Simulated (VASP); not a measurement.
# Tl (Im-3m) in VASP: notebook, part 2 of 2

VASP 6.6.1. Earlier steps stand in the parts before.

## Step 3: Electric field gradients, LDA (28.67 Å³/atom)

This run uses another cell than the first one, of 28.67 Å³/atom.

Contents of INCAR:

```
SYSTEM = Tl
  PREC = Accurate
  ENCUT = 520
  EDIFF = 1E-8
  ISMEAR = -1
  SIGMA = 0.05
  LREAL = .False.
  LASPH = .True.
  NELM = 80
  ALGO = Normal
  ISIF = 2
  LWAVE = .False.
  LCHARG = .False.
  LEFG = .True.
  NBANDS = 12
```

Contents of KPOINTS:

```
regular mesh
0
Gamma
  13 13 13
  0 0 0
```

Contents of POSCAR:

```
Tl
1.0
   -1.9279727618      1.9279727618      1.9279727618
    1.9279727618     -1.9279727618      1.9279727618
    1.9279727618      1.9279727618     -1.9279727618
Tl
1
Direct
    0.0000000000      0.0000000000      0.0000000000
```

Potentials or basis: VASP PAW LDA potentials, release 64 (Tl_d).

Command:

```bash
$ cat potpaw_LDA.64/Tl_d/POTCAR > POTCAR
$ mpirun -np 1 vasp_std > vasp.out
```

OUTCAR:

```text
SYSTEM = Tl
   PREC = Accurate
   ENCUT = 520
   EDIFF = 1E-8
   ISMEAR = -1
   LREAL = .False.
   LASPH = .True.
   NELM = 80
   ISIF = 2

 ion  position               nearest neighbor table
   1  0.000  0.000  0.000-

  LATTYP: Found a body centered cubic cell.
 ALAT       =     3.8559455236

  Lattice vectors:

 A1 = (  -1.9279727618,   1.9279727618,   1.9279727618)
 A2 = (   1.9279727618,  -1.9279727618,   1.9279727618)
 A3 = (   1.9279727618,   1.9279727618,  -1.9279727618)

Analysis of symmetry for initial positions (statically):
=====================================================================
 Subroutine PRICEL returns:
 Original cell was already a primitive cell.

 Routine SETGRP: Setting up the symmetry group for a
 body centered cubic supercell.

 Subroutine GETGRP returns: Found 48 space group operations
 (whereof 48 operations were pure point group operations)
 out of a pool of 48 trial point group operations.

The static configuration has the point symmetry O_h .
[... 540 lines left out ...]
  energy-cutoff  :      520.00
  volume of cell :       28.67
      direct lattice vectors                 reciprocal lattice vectors
    -1.927972762  1.927972762  1.927972762     0.000000000  0.259339763  0.259339763
     1.927972762 -1.927972762  1.927972762     0.259339763  0.000000000  0.259339763
     1.927972762  1.927972762 -1.927972762     0.259339763  0.259339763  0.000000000

 POSITION                                       TOTAL-FORCE (eV/Angst)
 -----------------------------------------------------------------------------------
      0.00000      0.00000      0.00000         0.000000     -0.000000     -0.000000
 -----------------------------------------------------------------------------------
    total drift:                                0.000000      0.000000      0.000000

  FREE ENERGIE OF THE ION-ELECTRON SYSTEM (eV)
  ---------------------------------------------------
  free  energy   TOTEN  =        -2.9225768628 eV

  energy  without entropy=       -2.9171319404  energy(sigma->0) =       -2.91985440

 Electric field gradients (V/A^2)
---------------------------------------------------------------------
 ion       V_xx      V_yy      V_zz      V_xy      V_xz      V_yz
---------------------------------------------------------------------
   1      -0.000    -0.000     0.000     0.001     0.001     0.001
---------------------------------------------------------------------

 Electric field gradients after diagonalization (V/A^2)
 (convention: |V_zz| > |V_xx| > |V_yy|)
----------------------------------------------------------------------
 ion       V_xx      V_yy      V_zz     asymmetry (V_yy - V_xx)/ V_zz
----------------------------------------------------------------------
   1      -0.001    -0.001     0.001       0.000
----------------------------------------------------------------------

           NMR quadrupolar parameters

 Cq : quadrupolar parameter    Cq=e*Q*V_zz/h
 eta: asymmetry parameters     (V_yy - V_xx)/ V_zz
 Q  : nuclear electric quadrupole moment in mb (millibarn)
----------------------------------------------------------------------
 ion       Cq(MHz)       eta       Q (mb)
----------------------------------------------------------------------
   1       0.000       0.000       1.000
----------------------------------------------------------------------
```

stdout:

```text
POSCAR found type information on POSCAR Tl
 POSCAR found :  1 types and       1 ions
 scaLAPACK will be used
 LDA part: xc-table for (Slater(with rela. corr.)+CA(PZ))
 , standard interpolation
 POSCAR, INCAR and KPOINTS ok, starting setup
 FFT: planning ... GRIDC
 FFT: planning ... GRID_SOFT
 FFT: planning ... GRID
 WAVECAR not read
 entering main loop
ion   1
```

Wall time 21 s (1 thread of AMD EPYC 7R13 (Zen 3), shared host); peak memory 0.13 GiB.

Results:

* Free energy: -2.9226 eV
* Pressure: -1.8 GPa
* Band gap on the k mesh: zero (an odd number of electrons rules out a gap without spin polarisation)
* Largest electric field gradient by atom: zero within the noise of the run

Levels at points of the mesh, in eV from the Fermi level:
```csv
k point,band 4,band 5,band 6,band 7,band 8,band 9
"(0.00, 0.00, 0.00)",-11.14,-11.14,-10.00,10.78,10.78,10.78
```

Caveat: spin-orbit coupling is left out, which moves the levels of the heavy elements.

## Step 4: Electric field gradients, LDA (28.67 Å³/atom)

This run uses another cell than the first one, of 28.67 Å³/atom.

Contents of INCAR:

```
ALGO = Normal
EDIFF = 1E-8
ENCUT = 520
ISIF = 2
ISMEAR = -1
LASPH = T
LCHARG = F
LEFG = T
LREAL = F
LWAVE = F
NBANDS = 12
NELM = 60
PREC = Accurate
SIGMA = 0.05
```

Contents of KPOINTS:

```
k-points
0
Gamma
  13 13 13
```

POSCAR is that of step 3.

Potentials or basis: VASP PAW LDA potentials, release 64 (Tl_d).

Command:

```bash
$ cat potpaw_LDA.64/Tl_d/POTCAR > POTCAR
$ mpirun -np 1 vasp_std > vasp.out
```

OUTCAR:

```text
EDIFF = 1E-8
   ENCUT = 520
   ISIF = 2
   ISMEAR = -1
   LASPH = T
   LREAL = F
   NELM = 60
   PREC = Accurate

 ion  position               nearest neighbor table
   1  0.000  0.000  0.000-

  LATTYP: Found a body centered cubic cell.
 ALAT       =     3.8559455236

  Lattice vectors:

 A1 = (  -1.9279727618,   1.9279727618,   1.9279727618)
 A2 = (   1.9279727618,  -1.9279727618,   1.9279727618)
 A3 = (   1.9279727618,   1.9279727618,  -1.9279727618)

[... 564 lines left out ...]
    total drift:                                0.000000      0.000000      0.000000

  FREE ENERGIE OF THE ION-ELECTRON SYSTEM (eV)
  ---------------------------------------------------
  free  energy   TOTEN  =        -2.9225768628 eV

  energy  without entropy=       -2.9171319404  energy(sigma->0) =       -2.91985440

 Electric field gradients (V/A^2)
---------------------------------------------------------------------
 ion       V_xx      V_yy      V_zz      V_xy      V_xz      V_yz
---------------------------------------------------------------------
   1      -0.000    -0.000     0.000     0.001     0.001     0.001
---------------------------------------------------------------------

 Electric field gradients after diagonalization (V/A^2)
 (convention: |V_zz| > |V_xx| > |V_yy|)
----------------------------------------------------------------------
 ion       V_xx      V_yy      V_zz     asymmetry (V_yy - V_xx)/ V_zz
----------------------------------------------------------------------
   1      -0.001    -0.001     0.001       0.000
----------------------------------------------------------------------

           NMR quadrupolar parameters

 Cq : quadrupolar parameter    Cq=e*Q*V_zz/h
 eta: asymmetry parameters     (V_yy - V_xx)/ V_zz
 Q  : nuclear electric quadrupole moment in mb (millibarn)
----------------------------------------------------------------------
 ion       Cq(MHz)       eta       Q (mb)
----------------------------------------------------------------------
   1       0.000       0.000       1.000
----------------------------------------------------------------------
```

stdout:

```text
POSCAR found type information on POSCAR Tl
 POSCAR found :  1 types and       1 ions
 scaLAPACK will be used
 LDA part: xc-table for (Slater(with rela. corr.)+CA(PZ))
 , standard interpolation
 POSCAR, INCAR and KPOINTS ok, starting setup
 FFT: planning ... GRIDC
 FFT: planning ... GRID_SOFT
 FFT: planning ... GRID
 WAVECAR not read
 entering main loop
ion   1
```

It took 22 s on 1 thread of AMD EPYC 7R13 (Zen 3), shared host; peak memory 0.13 GiB.

What came out:

| Property | Result |
| --- | --- |
| Free energy | -2.9226 eV |
| Pressure | -1.8 GPa |
| Band gap on the k mesh | zero (an odd number of electrons rules out a gap without spin polarisation) |
| Largest electric field gradient by atom | zero within the noise of the run |

Caveat: spin-orbit coupling is left out, which moves the levels of the heavy elements.
